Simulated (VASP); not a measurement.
# KI (P4/nmm) in VASP: density of states with PBE

Aim: the density of states of KI with PBE.

All numbers are computed with VASP 6.6.1; they aren't measurements. Logs are shortened: lines on timing, memory, paths and dates and some standing lists are left out, and cuts for length are marked.

### 1 The cell of the first run

The structure is tetragonal, space group P4/nmm (No. 129). The conventional cell has a = 6.144 Å, b = 6.144 Å, c = 4.338 Å, α = 90.00°, β = 90.00°, γ = 90.00°. K (site symmetry -4m2) has 8 I at 3.73 to 3.80 Å and 6 K at 4.34 Å within 4.9 Å. Within 4.9 Å of I (site symmetry 4mm) lie 8 K at 3.73 to 3.80 Å and 6 I at 4.34 to 4.35 Å.

### 2 Density of states, PBE

Contents of POSCAR:

```
KI
1.0
    6.1440828087      0.0000000000      0.0000000000
    0.0000000000      6.1440828087      0.0000000000
    0.0000000000      0.0000000000      4.3380515977
K I
2 2
Direct
    0.0000000000      0.0000000000      0.0000000000
    0.5000000000      0.5000000000      0.0000000000
    0.5000000000      0.0000000000      0.5137520455
    0.0000000000      0.5000000000      0.4862479545
```

Contents of INCAR.step1:

```
SYSTEM = KI
PREC = Accurate
ENCUT = 520
EDIFF = 1E-6
ISMEAR = 0
SIGMA = 0.02
LREAL = .False.
LASPH = .True.
NELM = 100
ALGO = Normal
ISIF = 2
LWAVE = .False.
LCHARG = .True.
GGA = PE
NBANDS = 24
```

Contents of KPOINTS.step1:

```
Automatic mesh
0
Gamma
  4 4 6
  0 0 0
```

Contents of INCAR.step2:

```
SYSTEM = KI
PREC = Accurate
ENCUT = 520
EDIFF = 1E-6
ISMEAR = -5
SIGMA = 0.02
LREAL = .False.
LASPH = .True.
NELM = 100
ALGO = Normal
ISIF = 2
LWAVE = .False.
LCHARG = .False.
GGA = PE
LORBIT = 11
NEDOS = 2001
ICHARG = 11
```

Contents of KPOINTS.step2:

```
Automatic mesh
0
Gamma
  6 6 9
  0 0 0
```

Potentials or basis: VASP PAW PBE potentials, release 64 (K_sv, I).

Launch:

```sh
$ cat potpaw_PBE.64/K_sv/POTCAR potpaw_PBE.64/I/POTCAR > POTCAR
$ cp INCAR.step1 INCAR
$ cp KPOINTS.step1 KPOINTS
$ mpirun -np 1 vasp_std > vasp.out
$ cp INCAR.step2 INCAR
$ cp KPOINTS.step2 KPOINTS
$ mpirun -np 1 vasp_std > vasp.out
```

OUTCAR:

```text
SYSTEM = KI
   PREC = Accurate
   ENCUT = 520
   EDIFF = 1E-6
   ISMEAR = -5
   LREAL = .False.
   LASPH = .True.
   NELM = 100
   ISIF = 2
   GGA = PE
   LORBIT = 11
   ICHARG = 11

 ion  position               nearest neighbor table
   1  0.000  0.000  0.000-
   2  0.500  0.500  0.000-
   3  0.500  0.000  0.514-
   4  0.000  0.500  0.486-

  LATTYP: Found a simple tetragonal cell.
 ALAT       =     6.1440828087
 C/A-ratio  =     0.7060535694

  Lattice vectors:

 A1 = (   6.1440828087,   0.0000000000,   0.0000000000)
 A2 = (   0.0000000000,   6.1440828087,   0.0000000000)
 A3 = (   0.0000000000,   0.0000000000,   4.3380515977)

Analysis of symmetry for initial positions (statically):
=====================================================================
 Subroutine PRICEL returns:
 Original cell was already a primitive cell.

 Routine SETGRP: Setting up the symmetry group for a
 simple tetragonal supercell.

 Subroutine GETGRP returns: Found 16 space group operations
 (whereof  8 operations were pure point group operations)
 out of a pool of 16 trial point group operations.

The static configuration has the point symmetry D_2d.
 The point group associated with its full space group is D_4h.

Analysis of symmetry for dynamics (positions and initial velocities):
=====================================================================
 Subroutine PRICEL returns:
 Original cell was already a primitive cell.

 Routine SETGRP: Setting up the symmetry group for a
 simple tetragonal supercell.

 Subroutine GETGRP returns: Found 16 space group operations
 (whereof  8 operations were pure point group operations)
 out of a pool of 16 trial point group operations.

The dynamic configuration has the point symmetry D_2d.
 The point group associated with its full space group is D_4h.

 Subroutine INISYM returns: Found 16 space group operations
 (whereof  8 operations are pure point group operations),
 and found     1 'primitive' translations

----------------------------------------------------------------------------------------

                                     Primitive cell

  volume of cell :     163.7604

  direct lattice vectors                    reciprocal lattice vectors
     6.144082809  0.000000000  0.000000000     0.162758223  0.000000000  0.000000000
     0.000000000  6.144082809  0.000000000     0.000000000  0.162758223  0.000000000
     0.000000000  0.000000000  4.338051598     0.000000000  0.000000000  0.230518236

  length of vectors
     6.144082809  6.144082809  4.338051598     0.162758223  0.162758223  0.230518236

  position of ions in fractional coordinates (direct lattice)
     0.000000000  0.000000000  0.000000000
     0.500000000  0.500000000  0.000000000
     0.500000000  0.000000000  0.513752045
     0.000000000  0.500000000  0.486247955

  ion indices of the primitive-cell ions
   primitive index   ion index
                 1           1
                 2           2
                 3           3
                 4           4

----------------------------------------------------------------------------------------

 KPOINTS: Automatic mesh

Automatic generation of k-mesh.
 Grid dimensions read from file:
 generate k-points for:    6    6    9

 Generating k-lattice:

  Cartesian coordinates                     Fractional coordinates (reciprocal lattice)
     0.027126371  0.000000000  0.000000000     0.166666667  0.000000000  0.000000000
     0.000000000  0.027126371  0.000000000     0.000000000  0.166666667  0.000000000
     0.000000000  0.000000000  0.025613137     0.000000000  0.000000000  0.111111111

  Length of vectors
     0.027126371  0.027126371  0.025613137

  Shift w.r.t. Gamma in fractional coordinates (k-lattice)
     0.000000000  0.000000000  0.000000000

 TETIRR: Found    489 inequivalent tetrahedra from     1944

 Subroutine IBZKPT returns following result:
 ===========================================

 Found     50 irreducible k-points:

 Following reciprocal coordinates:
            Coordinates               Weight
  0.000000  0.000000  0.000000      1.000000
  0.166667  0.000000  0.000000      4.000000
  0.333333  0.000000  0.000000      4.000000
  0.500000  0.000000  0.000000      2.000000
  0.166667  0.166667  0.000000      4.000000
  0.333333  0.166667  0.000000      8.000000
[... 16 lines left out ...]
  0.333333  0.000000  0.222222      8.000000
  0.500000  0.000000  0.222222      4.000000
 [... further k-points ...]
   k-points           NKPTS =     50   k-points in BZ     NKDIM =     50   number of bands    NBANDS=     20
   number of dos      NEDOS =   2001   number of ions     NIONS =      4
   total plane-waves  NPLWV =  73728
   dimension x,y,z NGX =    48 NGY =   48 NGZ =   32
   dimension x,y,z NGXF=    96 NGYF=   96 NGZF=   64
   ions per type =               2   2
   NGX,Y,Z   is equivalent  to a cutoff of  12.99, 12.99, 12.26 a.u.
   NGXF,Y,Z  is equivalent  to a cutoff of  25.98, 25.98, 24.53 a.u.
 SYSTEM =  KI
   PREC   = accura    normal or accurate (medium, high low for compatibility)
   ISTART =      0    job   : 0-new  1-cont  2-samecut
   ICHARG =     11    charge: 1-file 2-atom 10-const
   ISPIN  =      1    spin polarized calculation?
   LNONCOLLINEAR =      F non collinear calculations
   LSORBIT =      F    spin-orbit coupling
   LASPH  =      T    aspherical Exc in radial PAW
   ENCUT  =  520.0 eV  38.22 Ry    6.18 a.u.  11.42 11.42  8.07*2*pi/ulx,y,z
   NELM   =    100;   NELMIN=  2; NELMDL=  0     # of ELM steps
   EDIFF  = 0.1E-05   stopping-criterion for ELM
   LREAL  =      F    real-space projection
   EDIFFG = 0.1E-04   stopping-criterion for IOM
   NSW    =      0    number of steps for IOM
   IBRION =     -1    ionic relax: 0-MD 1-quasi-New 2-CG
   NFREE  =      0    steps in history (QN), initial steepest desc. (CG)
   ISIF   =      2    stress and relaxation
   ISYM   =      2    0-nonsym 1-usesym 2-fastsym
   POTIM  = 0.5000    time-step for ionic-motion
   TEBEG  =    0.0;   TEEND  =   0.0 temperature during run
   PSTRESS=    0.0 pullay stress
   NELECT =      32.0000    total number of electrons
   NUPDOWN=      -1.0000    fix difference up-down
   EMIN   =  10.00;   EMAX   =-10.00  energy-range for DOS
   EFERMI =   0.00;   METHOD = LEGACY
   ISMEAR =    -5;   SIGMA  =   0.02  broadening in eV -4-tet -1-fermi 0-gaus
   EFERMI_NEDOS =   21; number of points for ismear=-14 and -15
   IALGO  =     38    algorithm
   IMIX   =      4    mixing-type and parameters
     AMIX     =   0.40;   BMIX     =  1.00
     AMIX_MAG =   1.60;   BMIX_MAG =  1.00
  volume/ion in A,a.u.               =      40.94       276.28
  Fermi-wavevector in a.u.,A,eV,Ry     =   0.949996  1.795233 12.279160  0.902493
  Thomas-Fermi vector in A             =   2.078332
   LORBIT       =     11    0 simple, 1 ext, 2 COOP (PROOUT), +10 PAW based schemes
   GGA     = PE    functional components
   LHFCALC =     F    Hartree Fock is set to
   AEXX    =    0.0000 exact exchange contribution
   IVDW    =     0    specifies the selected vdW correction
   LEPSILON=     F    determine dielectric tensor
   LRPA    =     F    only Hartree local field effects (RPA)
 non-spin polarized calculation
 Fermi weights with tetrahedron method with Bloechl corrections
  energy-cutoff  :      520.00
  volume of cell :      163.76
 maximum number of plane-waves:      4448
 NGX is ok and might be reduce to    48

 number of electron      32.0000005 magnetization

 Free energy of the ion-electron system (eV)
  ---------------------------------------------------
  ext. energy  EPLUGINS =         0.00000000
  ---------------------------------------------------
  free energy    TOTEN  =       -10.85177998 eV

  energy without entropy =      -10.85177998  energy(sigma->0) =      -10.85177998

 E-fermi :   0.6569     XC(G=0):  -7.5649

 val. band max:        0.6543234493   @ k =   0.0000   0.0000   0.0000
 cond. band min:       3.8985252845   @ k =   0.0000   0.0000   0.0000
 fundamental gap:      3.2442018352
 Fermi energy:         0.6568534865

 k-point     1 :       0.0000    0.0000    0.0000
  band No.  band energies     occupation
      1     -28.7573      2.00000
      2     -28.7496      2.00000
      3     -12.2820      2.00000
      4     -12.2820      2.00000
      5     -12.2102      2.00000
      6     -12.2096      2.00000
[... 12 lines left out ...]
     19       5.4831      0.00000
     20       5.4998      0.00000

 k-point     2 :       0.1667    0.0000    0.0000
  band No.  band energies     occupation
      1     -28.7567      2.00000
      2     -28.7501      2.00000
      3     -12.2841      2.00000
      4     -12.2771      2.00000
      5     -12.2225      2.00000
      6     -12.2144      2.00000
[... 12 lines left out ...]
     19       5.6460      0.00000
     20       5.7385      0.00000

 k-point     3 :       0.3333    0.0000    0.0000
  band No.  band energies     occupation
      1     -28.7553      2.00000
      2     -28.7515      2.00000
      3     -12.2852      2.00000
      4     -12.2639      2.00000
      5     -12.2508      2.00000
      6     -12.2276      2.00000
[... 12 lines left out ...]
     19       6.0197      0.00000
     20       6.2572      0.00000

 k-point     4 :       0.5000    0.0000    0.0000
  band No.  band energies     occupation
      1     -28.7534      2.00000
      2     -28.7534      2.00000
      3     -12.2752      2.00000
      4     -12.2752      2.00000
      5     -12.2457      2.00000
      6     -12.2457      2.00000
[... 429 lines left out ...]
 k-point    23 :       0.3333    0.0000    0.2222
  band No.  band energies     occupation
      1     -28.7537      2.00000
      2     -28.7500      2.00000
      3     -12.2730      2.00000
      4     -12.2614      2.00000
      5     -12.2580      2.00000
      6     -12.2302      2.00000
[... 12 lines left out ...]
     19       6.5095      0.00000
     20       6.7645      0.00000

 k-point    24 :       0.5000    0.0000    0.2222
  band No.  band energies     occupation
      1     -28.7518      2.00000
      2     -28.7518      2.00000
      3     -12.2651      2.00000
      4     -12.2651      2.00000
      5     -12.2405      2.00000
      6     -12.2405      2.00000
[... 12 lines left out ...]
     19       6.7776      0.00000
     20       6.7917      0.00000

 [... further k-points ...]

------------------------ aborting loop because EDIFF is reached ----------------------------------------

  FORCE on cell =-STRESS in cart. coord.  units (eV):
  Direction    XX          YY          ZZ          XY          YZ          ZX
  --------------------------------------------------------------------------------------
  -------------------------------------------------------------------------------------
  Total        0.0013447      0.0013447      0.0555806      0.0000000      0.0000000      0.0000000
  in kB        0.0131564      0.0131564      0.5437817      0.0000000      0.0000000      0.0000000
  external PRESSURE =       0.1900315 kB  Pullay stress =       0.0000000 kB

 VOLUME and BASIS-vectors are now :
 -----------------------------------------------------------------------------
  energy-cutoff  :      520.00
  volume of cell :      163.76
      direct lattice vectors                 reciprocal lattice vectors
     6.144082809  0.000000000  0.000000000     0.162758223  0.000000000  0.000000000
     0.000000000  6.144082809  0.000000000     0.000000000  0.162758223  0.000000000
     0.000000000  0.000000000  4.338051598     0.000000000  0.000000000  0.230518236

 POSITION                                       TOTAL-FORCE (eV/Angst)
 -----------------------------------------------------------------------------------
      0.00000      0.00000      0.00000        -0.000000      0.000000     -0.000000
      3.07204      3.07204      0.00000         0.000000      0.000000     -0.000000
      3.07204      0.00000      2.22868        -0.000000      0.000000     -0.002403
      0.00000      3.07204      2.10937         0.000000      0.000000      0.002403
 -----------------------------------------------------------------------------------
    total drift:                                0.000000     -0.000000      0.000000

  FREE ENERGIE OF THE ION-ELECTRON SYSTEM (eV)
  ---------------------------------------------------
  free  energy   TOTEN  =       -10.8517799781 eV

  energy  without entropy=      -10.8517799781  energy(sigma->0) =      -10.85177998

 total charge

# of ion       s       p       d       tot
------------------------------------------
    1        1.955   5.573   0.018   7.546
    2        1.955   5.573   0.018   7.546
    3        1.496   2.836   0.002   4.334
    4        1.496   2.836   0.002   4.334
--------------------------------------------------
tot          6.901  16.818   0.042  23.761
```

Run time: 1.8 min. Hardware: 1 thread of Intel Xeon Platinum 8488C (Sapphire Rapids), shared host; peak memory 0.33 GiB.

Results:

- Valence electrons inside the program's atomic spheres: K 7.55; I 4.33

Caveat: spin-orbit coupling is left out, which moves the levels of the heavy elements.
